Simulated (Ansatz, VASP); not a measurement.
# Two plane-wave programs on C

```
CELL_PARAMETERS angstrom
0.00000 2.14731 3.78731
1.24057 0.00000 3.78731
1.24057 2.14731 0.00000
ATOMIC_POSITIONS crystal
C 0.16671 0.83329 0.16671
C 0.83329 0.16671 0.83329
```

Change from the starting cell: volume 10.089 Å^3 an atom, stretch along c over the lengths across it, relative to the relaxed cell 1.1290.

Alike in both runs: task single point; functional PBEsol; dispersion D3(BJ); k mesh 18 × 18 × 18; occupations gaussian, width 0.03 eV; no spin polarisation.

|  | VASP | Ansatz |
| --- | --- | --- |
| version | VASP 6.6.1 | Ansatz 0.2.0 |
| potentials or method | VASP PAW PBE potentials, release 64 (C), cutoff 520 eV | scalar-relativistic, plane waves, PAW |
| valence electrons in the cell | 8 | 8 |

```tsv
	VASP	Ansatz	Ansatz less VASP
gap on the k mesh at the Fermi level (eV)	0.04	0.04	0.000
least direct gap on the mesh (eV)	0.07	0.07	0.000
pressure (GPa)	-6.6	-7.3	-0.63
traceless stress, the component that is largest in VASP (GPa)	4.64	5.33	+0.688
rms of the force components (eV/Å)	0.005	0.005	+0.0001
```

VASP's potentials were made for PBE, not for PBEsol, and Ansatz warns of the same on its side. Atom by atom the forces differ by 0.000 eV/Å (rms over components).
